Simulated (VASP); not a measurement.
# C (R-3m) in VASP: a series of runs, part 2 of 2

VASP 6.6.1. The steps go on from the part before.

**3. Single point, PBE (volume scaled by 0.975)**

Contents of INCAR:

```
SYSTEM = C
PREC     = Accurate       ! precision mode
ENCUT    = 520            ! plane-wave cutoff, eV
EDIFF    = 1E-6           ! SCF threshold, eV
ISMEAR   = -1             ! smearing method
SIGMA    = 0.03           ! smearing width, eV
LREAL    = .FALSE.        ! projectors in reciprocal space
LASPH    = .TRUE.         ! aspherical terms in the spheres
NELM     = 80             ! most SCF steps
ALGO     = Normal         ! electronic algorithm
ISIF     = 2              ! what is computed and relaxed
LWAVE    = .FALSE.        ! write WAVECAR
LCHARG   = .FALSE.        ! write CHGCAR
GGA      = PE             ! functional
NBANDS   = 11             ! bands
```

Contents of KPOINTS:

```
regular mesh
0
G
  17 17 17
  0 0 0
```

Contents of POSCAR:

```
C
1.0
    1.2177063095      0.7030430655      3.3188833681
   -1.2177063095      0.7030430655      3.3188833681
    0.0000000000     -1.4060861311      3.3188833681
C
2
Direct
    0.1640000000      0.1640000000      0.1640000000
    0.8360000000      0.8360000000      0.8360000000
```

Potentials or basis: VASP PAW PBE potentials, release 64 (C).

The run is started by

```sh
$ cat potpaw_PBE.64/C/POTCAR > POTCAR
$ mpirun -np 1 vasp_std > vasp.out
```

OUTCAR:

```text
SYSTEM = C
   PREC = Accurate
   ENCUT = 520
   EDIFF = 1E-6
   ISMEAR = -1
   LREAL = .FALSE.
   LASPH = .TRUE.
   NELM = 80
   ISIF = 2
   GGA = PE

 ion  position               nearest neighbor table
   1  0.164  0.164  0.164-   2 1.41   2 1.41   2 1.41
   2  0.836  0.836  0.836-   1 1.41   1 1.41   1 1.41

  LATTYP: Found a trigonal (rhomboedric) cell.
 ALAT       =     3.6044507236
 COS(alpha) =     0.7717362630

  Lattice vectors:

 A1 = (   1.2177063095,   0.7030430655,   3.3188833681)
 A2 = (  -1.2177063095,   0.7030430655,   3.3188833681)
 A3 = (   0.0000000000,  -1.4060861311,   3.3188833681)

Analysis of symmetry for initial positions (statically):
=====================================================================
 Subroutine PRICEL returns:
 Original cell was already a primitive cell.

 Routine SETGRP: Setting up the symmetry group for a
 trigonal (rhombohedral) supercell.

 Subroutine GETGRP returns: Found 12 space group operations
 (whereof 12 operations were pure point group operations)
 out of a pool of 12 trial point group operations.

The static configuration has the point symmetry D_3d.

Analysis of symmetry for dynamics (positions and initial velocities):
=====================================================================
 Subroutine PRICEL returns:
 Original cell was already a primitive cell.

 Routine SETGRP: Setting up the symmetry group for a
 trigonal (rhombohedral) supercell.

 Subroutine GETGRP returns: Found 12 space group operations
 (whereof 12 operations were pure point group operations)
 out of a pool of 12 trial point group operations.

The dynamic configuration has the point symmetry D_3d.

 Subroutine INISYM returns: Found 12 space group operations
 (whereof 12 operations are pure point group operations),
 and found     1 'primitive' translations

----------------------------------------------------------------------------------------

                                     Primitive cell

[... 111 lines left out ...]
  volume/ion in A,a.u.               =       8.52        57.52
  Fermi-wavevector in a.u.,A,eV,Ry     =   1.272181  2.404074 22.020276  1.618445
  Thomas-Fermi vector in A             =   2.405074
   LORBIT       =      0    0 simple, 1 ext, 2 COOP (PROOUT), +10 PAW based schemes
   GGA     = PE    functional components
   LHFCALC =     F    Hartree Fock is set to
   AEXX    =    0.0000 exact exchange contribution
   IVDW    =     0    specifies the selected vdW correction
   LEPSILON=     F    determine dielectric tensor
   LRPA    =     F    only Hartree local field effects (RPA)
 non-spin polarized calculation
  energy-cutoff  :      520.00
  volume of cell :       17.05
 maximum number of plane-waves:       474
   NGX = 13   NGY = 13   NGZ = 13

 number of electron       8.0000000 magnetization

 Free energy of the ion-electron system (eV)
  ---------------------------------------------------
  ext. energy  EPLUGINS =         0.00000000
  ---------------------------------------------------
  free energy    TOTEN  =       -18.37241603 eV

  energy without entropy =      -18.37241256  energy(sigma->0) =      -18.37241429

 E-fermi :   5.0482     XC(G=0): -10.4751

 val. band max:        4.8543100290   @ k =  -0.1765   0.4706   0.1176
 cond. band min:       5.2421853635   @ k =  -0.1765   0.4706   0.1176
 fundamental gap:      0.3878753345
 Fermi energy:         5.0481653559

 k-point     1 :       0.0000    0.0000    0.0000
  band No.  band energies     occupation
      1     -14.9527      2.00000
      2      -1.7377      2.00000
      3       2.0401      2.00000
      4       2.0401      2.00000
      5       9.1565      0.00000
      6      13.6032      0.00000
      7      13.6032      0.00000
      8      16.8345      0.00000
      9      18.4786      0.00000
     10      28.2007      0.00000
     11      31.3456      0.00000
[... 309 lines left out ...]
 k-point    24 :      -0.1176    0.0588   -0.0000
  band No.  band energies     occupation
      1     -14.3621      2.00000
      2      -1.0814      2.00000
      3       0.0675      2.00000
      4       0.8814      2.00000
      5       9.8635      0.00000
      6      13.9260      0.00000
      7      14.9390      0.00000
      8      15.6192      0.00000
      9      19.6088      0.00000
     10      27.0317      0.00000
     11      29.8459      0.00000

 [... further k-points ...]
[... 5 lines left out ...]
  --------------------------------------------------------------------------------------
  -------------------------------------------------------------------------------------
  Total        1.8087327      1.8087327      0.3619116      0.0000000     -0.0000000      0.0000000
  in kB      169.9876023    169.9876023     34.0130321      0.0000000     -0.0000000      0.0000000
  external PRESSURE =     124.6627456 kB  Pullay stress =       0.0000000 kB

 VOLUME and BASIS-vectors are now :
 -----------------------------------------------------------------------------
  energy-cutoff  :      520.00
  volume of cell :       17.05
      direct lattice vectors                 reciprocal lattice vectors
     1.217706310  0.703043065  3.318883368     0.410608039  0.237064662  0.100435386
    -1.217706310  0.703043065  3.318883368    -0.410608039  0.237064662  0.100435386
     0.000000000 -1.406086131  3.318883368     0.000000000 -0.474129324  0.100435386

 POSITION                                       TOTAL-FORCE (eV/Angst)
 -----------------------------------------------------------------------------------
      0.00000     -0.00000      1.63289         0.000000     -0.000000      0.855579
      0.00000     -0.00000      8.32376         0.000000      0.000000     -0.855579
 -----------------------------------------------------------------------------------
    total drift:                                0.000000     -0.000000      0.000000

  FREE ENERGIE OF THE ION-ELECTRON SYSTEM (eV)
  ---------------------------------------------------
  free  energy   TOTEN  =       -18.3724160291 eV

  energy  without entropy=      -18.3724125595  energy(sigma->0) =      -18.37241429
```

OSZICAR:

```text
N       E                     dE             d eps       ncg     rms          rms(c)
DAV:   1     0.624348624740E+01    0.62435E+01   -0.46170E+03 11073   0.668E+02
DAV:   2    -0.190913234474E+02   -0.25335E+02   -0.23885E+02 14034   0.133E+02
DAV:   3    -0.196804304395E+02   -0.58911E+00   -0.58795E+00 13651   0.169E+01
DAV:   4    -0.196824599601E+02   -0.20295E-02   -0.20293E-02 12509   0.121E+00
DAV:   5    -0.196824670828E+02   -0.71227E-05   -0.71226E-05 13730   0.663E-02    0.660E+00
DAV:   6    -0.186833437757E+02    0.99912E+00   -0.84847E-01 12545   0.538E+00    0.385E+00
DAV:   7    -0.183686454332E+02    0.31470E+00   -0.94961E-01 12970   0.574E+00    0.111E+00
DAV:   8    -0.183725376771E+02   -0.38922E-02   -0.22076E-02 12082   0.948E-01    0.124E-01
DAV:   9    -0.183723401257E+02    0.19755E-03   -0.58895E-04 13084   0.155E-01    0.562E-02
DAV:  10    -0.183724160896E+02   -0.75964E-04   -0.13612E-04 12247   0.817E-02    0.283E-02
DAV:  11    -0.183724160291E+02    0.60494E-07   -0.68599E-06 13126   0.151E-02
   1 F= -.18372416E+02 E0= -.18372414E+02  d E =-.346954E-05
```

stdout:

```text
POSCAR found type information on POSCAR C
 POSCAR found :  1 types and       2 ions
 scaLAPACK will be used
 LDA part: xc-table for (Slater+PW92), standard interpolation
 POSCAR, INCAR and KPOINTS ok, starting setup
 FFT: planning ... GRIDC
 FFT: planning ... GRID_SOFT
 FFT: planning ... GRID
 WAVECAR not read
 entering main loop
```

Run time: 73 s. Hardware: 1 thread of Intel Xeon Platinum 8375C at 2.90GHz (Ice Lake), shared host; peak memory 0.2 GiB.

What came out:

```yaml
Free_energy: -18.3724 eV
Pressure: 12.5 GPa
Largest_force: 0.856 eV/Å
Band_gap_on_the_k_mesh: 0.39 eV, direct
```

Forces on the atoms (eV/Å):
```
C    0.000  0.000  0.856
C    0.000  0.000 -0.856
```

Stress tensor (GPa, compression positive):
```
17.00  0.00  0.00
 0.00 17.00  0.00
 0.00  0.00  3.40
```

 A k mesh can miss the band edges.

**4. Single point, PBE (volume scaled by 1.025)**

Contents of INCAR:

```
PREC = Accurate
ENCUT = 520
EDIFF = 1E-6
ISMEAR = -1
SIGMA = 0.03
LREAL = False
LASPH = True
NELM = 100
ALGO = Normal
ISIF = 2
LWAVE = False
LCHARG = False
GGA = PE
NBANDS = 11
```

Contents of KPOINTS:

```
regular mesh
0
Gamma
  17 17 17
```

Contents of POSCAR:

```
C
1.0
    1.2381757848      0.7148611226      3.3746733405
   -1.2381757848      0.7148611226      3.3746733405
    0.0000000000     -1.4297222453      3.3746733405
C
2
Direct
    0.1640000000      0.1640000000      0.1640000000
    0.8360000000      0.8360000000      0.8360000000
```

The run is started by

```sh
$ cat potpaw_PBE.64/C/POTCAR > POTCAR
$ mpirun -np 1 vasp_std > vasp.out
```

Wall time 84 s (1 thread of Intel Xeon Platinum 8375C at 2.90GHz (Ice Lake), shared host); peak memory 0.21 GiB.

It converged, with:

| Quantity | Value |
| --- | --- |
| Free energy | -18.4000 eV |
| Pressure | -2.1 GPa |
| Largest force | 0.879 eV/Å |
| Band gap on the k mesh | 0.39 eV, direct |

Forces in eV/Å, atoms in the order of the input:
```
C    0.000  0.000  0.879
C    0.000  0.000 -0.879
```

Stress tensor (GPa, compression positive):
```
-4.48  0.00  0.00
 0.00 -4.48  0.00
 0.00  0.00  2.71
```

Levels at points of the mesh, in eV from the valence-band top:
```csv
k point,band 2,band 3,band 4,band 5,band 6,band 7
"(0.00, 0.00, 0.00)",-6.32,-2.83,-2.83,4.37,8.42,8.42
```

 A k mesh can miss the band edges.

**5. Summary**

```tsv
cell	gap on the mesh (eV)	pressure (GPa)	largest force (eV/Å)
a = 3.573 Å, angles 39.5°, 2 atoms	0.39	21.1	0.84
a = 3.604 Å, angles 39.5°, 2 atoms	0.39	12.5	0.86
a = 3.665 Å, angles 39.5°, 2 atoms	0.39	-2.1	0.88
```

Alike in all rows: task single point; level PBE; potentials or basis VASP PAW PBE potentials, release 64 (C); no spin polarisation; k mesh 17 × 17 × 17; cutoff (eV) 520; smearing fermi-dirac 0.03 eV.

Total energies depend on the potentials used, so only differences within one code and one set of settings carry meaning.
